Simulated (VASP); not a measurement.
# PtSe2 (Fm-3m) in VASP: a series of runs, part 3 of 3

VASP 6.6.1.

**6. Single point, r2SCAN (21.07 Å³/atom)**

This run uses another cell than the first one, of 21.07 Å³/atom.

The input, POSCAR:

```
PtSe2
1.0
    0.0000000000      3.1618967653      3.1618967653
    3.1618967653      0.0000000000      3.1618967653
    3.1618967653      3.1618967653      0.0000000000
Pt Se
1 2
Direct
    0.0000000000      0.0000000000      0.0000000000
    0.2500000000      0.2500000000      0.2500000000
    0.7500000000      0.7500000000      0.7500000000
```

The input, INCAR.step1:

```
PREC = Accurate
ENCUT = 520
ISMEAR = -1
SIGMA = 0.02
LREAL = F
LASPH = T
NELM = 80
NBANDS = 18
GGA = PE
ALGO = Normal
EDIFF = 1E-4
LWAVE = T
LCHARG = F
```

The input, INCAR.step2:

```
PREC = Accurate
ENCUT = 520
EDIFF = 1E-6
ISMEAR = -1
SIGMA = 0.02
LREAL = F
LASPH = T
NELM = 80
ALGO = Normal
ISIF = 2
LWAVE = F
LCHARG = F
METAGGA = R2SCAN
LMIXTAU = T
NBANDS = 18
ISTART = 1
```

The input, KPOINTS:

```
regular mesh
0
Gamma
  6 6 6
```

Potentials or basis: VASP PAW PBE potentials, release 64 (Pt, Se).

On the command line:

```bash
$ cat potpaw_PBE.64/Pt/POTCAR potpaw_PBE.64/Se/POTCAR > POTCAR
$ cp INCAR.step1 INCAR
$ mpirun -np 1 vasp_std > vasp.out
$ cp INCAR.step2 INCAR
$ mpirun -np 1 vasp_std > vasp.out
```

OUTCAR:

```text
PREC = Accurate
   ENCUT = 520
   EDIFF = 1E-6
   ISMEAR = -1
   LREAL = F
   LASPH = T
   NELM = 80
   ISIF = 2
   METAGGA = R2SCAN
   ISTART = 1

 ion  position               nearest neighbor table
   1  0.000  0.000  0.000-   3 2.74   3 2.74   3 2.74   2 2.74   3 2.74   2 2.74   2 2.74   2 2.74

   2  0.250  0.250  0.250-   1 2.74   1 2.74   1 2.74   1 2.74
   3  0.750  0.750  0.750-   1 2.74   1 2.74   1 2.74   1 2.74

  LATTYP: Found a face centered cubic cell.
 ALAT       =     6.3237935306

  Lattice vectors:

 A1 = (   0.0000000000,   3.1618967653,   3.1618967653)
 A2 = (   3.1618967653,   0.0000000000,   3.1618967653)
 A3 = (   3.1618967653,   3.1618967653,   0.0000000000)

Analysis of symmetry for initial positions (statically):
=====================================================================
 Subroutine PRICEL returns:
 Original cell was already a primitive cell.

 Routine SETGRP: Setting up the symmetry group for a
[... 157 lines left out ...]
  free energy    TOTEN  =       -79.60942753 eV

  energy without entropy =      -79.60376868  energy(sigma->0) =      -79.60659811

 E-fermi :   6.3610     XC(G=0): -11.1773

 val. band max:        6.3489823594   @ k =   0.1667   0.0000   0.0000
 cond. band min:       6.3897233775   @ k =   0.0000   0.0000   0.0000
 fundamental gap:      0.0407410181
 Fermi energy:         6.3610285552

 k-point     1 :       0.0000    0.0000    0.0000
  band No.  band energies     occupation
      1     -10.2251      2.00000
      2      -6.3463      2.00000
      3      -0.5287      2.00000
      4      -0.5287      2.00000
      5      -0.5287      2.00000
      6       2.3810      2.00000
[... 313 lines left out ...]
      5       0.9619      2.00000
      6       1.5017      2.00000
[... 10 lines left out ...]
     17      15.2992      0.00000
     18      16.2602      0.00000

------------------------ aborting loop because EDIFF is reached ----------------------------------------

  FORCE on cell =-STRESS in cart. coord.  units (eV):
  Direction    XX          YY          ZZ          XY          YZ          ZX
  --------------------------------------------------------------------------------------
  -------------------------------------------------------------------------------------
  Total       -1.2661277     -1.2661277     -1.2661277     -0.0000000     -0.0000000      0.0000000
  in kB      -32.0859612    -32.0859612    -32.0859612     -0.0000000     -0.0000000      0.0000000
  external PRESSURE =     -32.0859612 kB  Pullay stress =       0.0000000 kB

 VOLUME and BASIS-vectors are now :
 -----------------------------------------------------------------------------
  energy-cutoff  :      520.00
  volume of cell :       63.22
      direct lattice vectors                 reciprocal lattice vectors
     0.000000000  3.161896765  3.161896765    -0.158132930  0.158132930  0.158132930
     3.161896765  0.000000000  3.161896765     0.158132930 -0.158132930  0.158132930
     3.161896765  3.161896765  0.000000000     0.158132930  0.158132930 -0.158132930

 POSITION                                       TOTAL-FORCE (eV/Angst)
 -----------------------------------------------------------------------------------
      0.00000      0.00000      0.00000        -0.000000      0.000000      0.000000
      1.58095      1.58095      1.58095         0.000000      0.000000      0.000000
      4.74285      4.74285      4.74285        -0.000000     -0.000000     -0.000000
 -----------------------------------------------------------------------------------
    total drift:                               -0.000000      0.000000      0.000000

  FREE ENERGIE OF THE ION-ELECTRON SYSTEM (eV)
  ---------------------------------------------------
  free  energy   TOTEN  =       -79.6094275283 eV

  energy  without entropy=      -79.6037686845  energy(sigma->0) =      -79.60659811
```

OSZICAR.step1:

```text
N       E                     dE             d eps       ncg     rms          rms(c)
DAV:   1     0.108596793130E+03    0.10860E+03   -0.99107E+03   576   0.107E+03
DAV:   2    -0.768615814242E+01   -0.11628E+03   -0.11224E+03   702   0.204E+02
DAV:   3    -0.132603695167E+02   -0.55742E+01   -0.54889E+01   684   0.439E+01
DAV:   4    -0.133128116316E+02   -0.52442E-01   -0.52408E-01   714   0.455E+00
DAV:   5    -0.133133111617E+02   -0.49953E-03   -0.49953E-03   668   0.454E-01    0.108E+01
DAV:   6    -0.131621983248E+02    0.15111E+00   -0.40003E+00   588   0.156E+01    0.926E+00
DAV:   7    -0.128324375177E+02    0.32976E+00   -0.92073E-01   596   0.828E+00    0.428E+00
DAV:   8    -0.128259513564E+02    0.64862E-02   -0.77210E-02   594   0.157E+00    0.952E-01
DAV:   9    -0.128226424173E+02    0.33089E-02   -0.87464E-03   610   0.771E-01    0.282E-01
DAV:  10    -0.128225377199E+02    0.10470E-03   -0.25363E-03   592   0.268E-01    0.539E-02
DAV:  11    -0.128225180032E+02    0.19717E-04   -0.71565E-05   330   0.568E-02
   1 F= -.12822518E+02 E0= -.12819849E+02  d E =-.533817E-02
```

It took 1.8 min on 1 thread of Intel Xeon 8259CL, shared host; peak memory 0.22 GiB.

Results:

```
Free energy            : -79.6094 eV
Pressure               : -3.2 GPa
Band gap on the k mesh : zero (bands 11 and 12 overlap by 0.38 eV)
```

Caveat: the cell stands under tension; the PAW data sets were made with another functional, which shifts forces and pressure a little; spin-orbit coupling is left out, which moves the levels of the heavy elements.

**7. Overview**

```tsv
level	cell	gap on the mesh (eV)	pressure (GPa)
PBE	a = 4.536 Å, angles 60.0°, 3 atoms	none	-5.5
r2SCAN	a = 4.337 Å, angles 60.0°, 3 atoms	none	8.3
r2SCAN	a = 4.383 Å, angles 60.0°, 3 atoms	none	3.8
r2SCAN	a = 4.428 Å, angles 60.0°, 3 atoms	none	0.0
r2SCAN	a = 4.472 Å, angles 60.0°, 3 atoms	none	-3.2
```

Alike in all rows: task single point; potentials or basis VASP PAW PBE potentials, release 64 (Pt, Se); no spin polarisation; k mesh 6 × 6 × 6; cutoff (eV) 520; smearing fermi-dirac 0.02 eV.

Caveats: spin-orbit coupling is left out, which moves the levels of the heavy elements; the PAW data sets were made with another functional, which shifts forces and pressure a little (at least some runs); the cell stands under tension (at least some runs); the cell stands under pressure (at least some runs).

Absolute energies hang on the potentials; compare differences alone.
